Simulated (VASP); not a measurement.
Wanted: the native input for a VASP 6.6.1 run.

- Task: relaxation of cell and atoms
- Functional: PBE
- Potentials or basis: VASP PAW PBE potentials, release 64 (Tl_d, Pt, N)
- Cutoff: 600 eV
- k mesh: 8 × 8 × 4
- Occupations: gaussian, width 0.1 eV
- Spin: no spin polarisation
- Dipole correction: no
- Further INCAR settings: ALGO = Normal; EDIFF = 1e-07; IBRION = 2; EDIFFG = -0.01; NSW = 100; ISIF = 3

The structure of TlPtN lies in POSCAR:

```
TlPtN
1.0
    4.1699334719      0.0000000000      0.0000000000
    0.0000000000      4.1699334719      0.0000000000
    0.0000000000      0.0000000000      7.7444118636
Tl Pt N
2 2 2
Direct
    0.0000000000      0.0000000000      0.7996635899
    0.0000000000      0.0000000000      0.2003364101
    0.5000000000      0.5000000000      0.1687991092
    0.5000000000      0.5000000000      0.8312008908
    0.5000000000      0.5000000000      0.4265255624
    0.5000000000      0.5000000000      0.5734744376
```

The cell was generated, and may not be a known phase.

One way to write it, as run:

INCAR

```
ALGO     = Normal         # electronic algorithm
EDIFF    = 1E-7           # SCF threshold, eV
EDIFFG   = -0.01          # ionic threshold
ENCUT    = 600            # plane-wave cutoff, eV
GGA      = PE             # functional
IBRION   = 2              # ionic algorithm
ISIF     = 3              # what is computed and relaxed
ISMEAR   = 0              # smearing method
LASPH    = True           # aspherical terms in the spheres
LCHARG   = False          # write CHGCAR
LREAL    = False          # projectors in reciprocal space
LWAVE    = False          # write WAVECAR
NELM     = 80             # most SCF steps
NSW      = 100            # ionic steps
PREC     = Accurate       # precision mode
SIGMA    = 0.1            # smearing width, eV
```

KPOINTS

```
k-points
0
Gamma
  8 8 4
```

Potentials or basis: VASP PAW PBE potentials, release 64 (Tl_d, Pt, N).

The run is started by

```bash
$ cat potpaw_PBE.64/Tl_d/POTCAR potpaw_PBE.64/Pt/POTCAR potpaw_PBE.64/N/POTCAR > POTCAR
$ mpirun -np 1 vasp_std > vasp.out
```

It gave:

```yaml
Relaxed_volume: 22.19 Å³/atom
Relaxed_cell: a = 4.154 Å, b = 4.154 Å, c = 7.715 Å, α = 90.00°, β = 90.00°, γ = 90.00°
Space_group_after_relaxing_to_0.1_Å: P4/mmm (No. 123)
Energy_gained_by_relaxing: 2.4 meV/atom
Ionic_steps: 17
Pressure_after_relaxing: 0.0 GPa
Largest_force_after_relaxing: 0.005 eV/Å
Band_gap_on_the_k_mesh: zero (bands 28 and 29 overlap by 1.26 eV)
```

Caveat: the standard files for N, O and F lose accuracy on very short bonds; spin-orbit coupling is left out, which moves the levels of the heavy elements.

Wall time 18 min on 1 thread of Intel(R) Xeon(R) 6975P-C (Granite Rapids) (shared host), peak memory 0.45 GiB.
